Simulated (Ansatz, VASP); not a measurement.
# Ta2AlN2: VASP beside Ansatz

```
Ta Al N
1.0
     4.72363    0.00000    0.00000
    -2.36182    4.09079    0.00000
     0.00000    0.00000    3.99201
Ta Al N
2 1 2
Cartesian
  0.0000 2.7272 1.9960
  2.3618 1.3636 1.9960
  0.0000 0.0000 0.0000
  0.0000 2.7272 0.0000
  2.3618 1.3636 0.0000
```

Alike in both runs: functional PBE; k mesh 6 × 6 × 4; occupations gaussian, width 0.1 eV; no spin polarisation.

Ansatz relaxed the structure, and its values are those at the end. VASP's run is a single point on that final structure, the one shown.

```csv
,VASP,Ansatz
version,VASP 6.6.1,Ansatz 0.2.0
potentials or method,"VASP PAW PBE potentials, release 64 (Ta_pv, Al, N), cutoff 520 eV","scalar-relativistic, plane waves, PAW"
valence electrons in the cell,35,39
```

VASP gave:

```
gap on the k mesh at the Fermi level (eV) : none
pressure (GPa)                            : 0.4
```

Problem. Estimate Ansatz's values.

Solution. gap on the k mesh at the Fermi level (eV): none; pressure (GPa): 0.1.

A gap of «none» marks a metal or a gap that the smearing closes. VASP's potentials hold 35 valence electrons a cell and Ansatz's 39, so a difference there can come from the potentials and not from the codes.

The k mesh is coarse, so the values compare programs but aren't converged. Neither program's run includes spin-orbit coupling.
